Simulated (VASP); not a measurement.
Wanted: the native input for a VASP 6.6.1 run.

```yaml
Task: single point
Functional: r2SCAN
Potentials_or_basis: VASP PAW PBE potentials, release 64 (B, N)
Cutoff: 520 eV
k_mesh: 12 × 12 × 12
Occupations: gaussian, width 0.02 eV
Spin: no spin polarisation
Dipole_correction: no
Further_INCAR_settings: ALGO = Normal; EDIFF = 1e-07; NBANDS = 11
```

Crystal: BN.

```
B N
1.0
     0.00000    1.72952    1.72952
     1.72952    0.00000    1.72952
     1.72952    1.72952    0.00000
B N
1 1
Direct
  0.00000 0.00000 0.00000
  0.75000 0.75000 0.75000
```

The input as run:

POSCAR

```
BN
1.0
    0.0000000000      1.7295240940      1.7295240940
    1.7295240940      0.0000000000      1.7295240940
    1.7295240940      1.7295240940      0.0000000000
B N
1 1
Direct
    0.0000000000      0.0000000000      0.0000000000
    0.7500000000      0.7500000000      0.7500000000
```

INCAR.step1

```
SYSTEM = BN
PREC     = Accurate       ! precision mode
ENCUT    = 520            ! plane-wave cutoff, eV
ISMEAR   = 0              ! smearing method
SIGMA    = 0.02           ! smearing width, eV
LREAL    = .False.        ! projectors in reciprocal space
LASPH    = .True.         ! aspherical terms in the spheres
NELM     = 60             ! most SCF steps
NBANDS   = 11             ! bands
GGA      = PE             ! functional
ALGO     = Normal         ! electronic algorithm
EDIFF    = 1E-4           ! SCF threshold, eV
LWAVE    = .True.         ! write WAVECAR
LCHARG   = .False.        ! write CHGCAR
```

INCAR.step2

```
SYSTEM = BN
PREC     = Accurate       ! precision mode
ENCUT    = 520            ! plane-wave cutoff, eV
EDIFF    = 1E-7           ! SCF threshold, eV
ISMEAR   = 0              ! smearing method
SIGMA    = 0.02           ! smearing width, eV
LREAL    = .False.        ! projectors in reciprocal space
LASPH    = .True.         ! aspherical terms in the spheres
NELM     = 60             ! most SCF steps
ALGO     = Normal         ! electronic algorithm
ISIF     = 2              ! what is computed and relaxed
LWAVE    = .False.        ! write WAVECAR
LCHARG   = .False.        ! write CHGCAR
METAGGA  = R2SCAN         ! meta-GGA
LMIXTAU  = .True.       
NBANDS   = 11             ! bands
ISTART   = 1
```

KPOINTS

```
Automatic mesh
0
Gamma
  12 12 12
  0 0 0
```

Potentials or basis: VASP PAW PBE potentials, release 64 (B, N).

Command:

```sh
$ cat potpaw_PBE.64/B/POTCAR potpaw_PBE.64/N/POTCAR > POTCAR
$ cp INCAR.step1 INCAR
$ mpirun -np 1 vasp_std > vasp.out
$ cp INCAR.step2 INCAR
$ mpirun -np 1 vasp_std > vasp.out
```

Results of the run:

The pressure is 64.8 GPa. The band gap on the k mesh is 5.13 eV (least direct gap 10.18 eV).

Caveat: the cell stands under pressure; the PAW data sets were made with another functional, which shifts forces and pressure a little.

It took 16 s on 1 thread of Intel(R) Xeon(R) 6975P-C (Granite Rapids), on a shared host, peak memory 0.12 GiB.
